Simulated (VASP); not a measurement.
A run of VASP 6.6.1:

File POSCAR:

```
BaTiO3
1.0
    3.8602549378      0.0000000000      0.0000000000
    0.0000000000      3.8602549378      0.0000000000
    0.0000000000      0.0000000000      3.8603105012
Ba Ti O
1 1 3
Direct
    0.5000000000      0.5000000000      0.5720135433
    0.0000000000      0.0000000000      0.0720107876
    0.0000000000      0.5000000000      0.0719922622
    0.5000000000      0.0000000000      0.0719922622
    0.0000000000      0.0000000000      0.5719881347
```

INCAR.step1

```
  ALGO = Normal
  EDIFF = 1E-4
  ENCUT = 520
  GGA = PE
  ISMEAR = 0
  LASPH = T
  LCHARG = F
  LDAU = T
  LDAUJ = 0 0 0
  LDAUL = -1 2 -1
  LDAUTYPE = 2
  LDAUU = 0 4 0
  LMAXMIX = 4
  LREAL = F
  LWAVE = T
  NBANDS = 28
  NELM = 150
  PREC = Accurate
  SIGMA = 0.02
```

File INCAR.step2:

```
  ALGO = Normal
  EDIFF = 1E-6
  ENCUT = 520
  ISIF = 2
  ISMEAR = 0
  ISTART = 1
  LASPH = T
  LCHARG = F
  LDAU = T
  LDAUJ = 0 0 0
  LDAUL = -1 2 -1
  LDAUPRINT = 1
  LDAUTYPE = 2
  LDAUU = 0 4 0
  LMAXMIX = 4
  LMIXTAU = T
  LREAL = F
  LWAVE = F
  METAGGA = R2SCAN
  NBANDS = 28
  NELM = 150
  PREC = Accurate
  SIGMA = 0.02
```

The input KPOINTS:

```
k-points
0
Gamma
  6 6 6
```

Potentials or basis: VASP PAW PBE potentials, release 64 (Ba_sv, Ti_sv, O).

Launch:

```console
$ cat potpaw_PBE.64/Ba_sv/POTCAR potpaw_PBE.64/Ti_sv/POTCAR potpaw_PBE.64/O/POTCAR > POTCAR
$ cp INCAR.step1 INCAR
$ mpirun -np 1 vasp_std > vasp.out
$ cp INCAR.step2 INCAR
$ mpirun -np 1 vasp_std > vasp.out
```

Hardware: 1 thread of Intel(R) Xeon(R) 6975P-C (Granite Rapids) (shared host).

Task: Estimate the wall time of this run.

Result: Wall time 2.1 min on 1 thread of Intel(R) Xeon(R) 6975P-C (Granite Rapids), with other jobs on the host, peak memory 0.21 GiB. Counts: k points 40.
